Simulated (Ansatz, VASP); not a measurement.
**Bi2Se3: VASP beside Ansatz**

The input INCAR:

```
ALGO = Normal
EDIFF = 1E-6
ENCUT = 520
GGA = PE
ISIF = 2
ISMEAR = -1
LASPH = True
LCHARG = False
LREAL = False
LWAVE = False
NBANDS = 32
NELM = 60
PREC = Accurate
SIGMA = 0.02
```

The input KPOINTS:

```
k-points
0
Gamma
  8 8 8
```

Contents of POSCAR:

```
Bi2Se3
1.0
    2.0711835690      1.1957983911      9.6567730545
   -2.0711835690      1.1957983911      9.6567730545
    0.0000000000     -2.3915967823      9.6567730545
Bi Se
2 3
Direct
    0.3997963099      0.3997963099      0.3997963099
    0.6002036901      0.6002036901      0.6002036901
    0.2132317626      0.2132317626      0.2132317626
    0.7867682374      0.7867682374      0.7867682374
    0.0000000000      0.0000000000      0.0000000000
```

Input for Ansatz:

```yaml
crystal:
  lattice:
    - [2.071183569, 1.1957983911, 9.6567730545]
    - [-2.071183569, 1.1957983911, 9.6567730545]
    - [0.0, -2.3915967823, 9.6567730545]
  atoms:
    - { symbol: Bi, position: [0.3997963099, 0.3997963099, 0.3997963099] }
    - { symbol: Bi, position: [0.6002036901, 0.6002036901, 0.6002036901] }
    - { symbol: Se, position: [0.2132317626, 0.2132317626, 0.2132317626] }
    - { symbol: Se, position: [0.7867682374, 0.7867682374, 0.7867682374] }
    - { symbol: Se, position: [0.0, 0.0, 0.0] }
kpoints:
  mp_grid: { grid: [8, 8, 8] }
  band_path:
    path:
      - [0.0, 0.0, 0.0]
      - [0.5, 0.5, 0.5]
      - [0.8233141803, 0.1766858197, 0.5]
      - [0.5, -0.1766858197, 0.1766858197]
      - [0.5, 0.0, 0.0]
      - [0.3383429098, -0.3383429098, 0.0]
      - [0.6616570902, 0.0, 0.3383429098]
      - [0.5, 0.0, 0.5]
    npoints: 1
hamiltonian:
  xc: pbe
scf:
  occupations: { method: fermi_dirac, width: 0.02 }
  n_extra_bands: 5
output:
  forces: true
  stress: true
  eigenvalues: true
```

Change from the starting cell: uniaxial_z strain -1.0%.

Alike in both runs: task single point; functional PBE; k mesh 8 × 8 × 8; occupations fermi-dirac, width 0.02 eV; no spin polarisation.

|  | VASP | Ansatz |
| --- | --- | --- |
| version | VASP 6.6.1 | Ansatz 0.2.0 |
| potentials or method | VASP PAW PBE potentials, release 64 (Bi_d, Se) | plane waves, PAW |
| plane-wave cutoff (eV) | 520 | 420 |
| valence electrons in the cell | 48 | 78 |

|  | VASP | Ansatz | Ansatz less VASP |
| --- | --- | --- | --- |
| pressure (GPa) | 2.4 | 2.4 | -0.02 |
| rms of the force components (eV/Å) | 0.078 | 0.073 | -0.0055 |

Atom by atom the forces differ by 0.006 eV/Å (rms over components). The functional is the same, so the differences come from potentials, cutoffs and numerics. VASP's potentials hold 48 valence electrons a cell and Ansatz's 78, so a difference there can come from the potentials and not from the codes.

Neither program's run includes spin-orbit coupling.
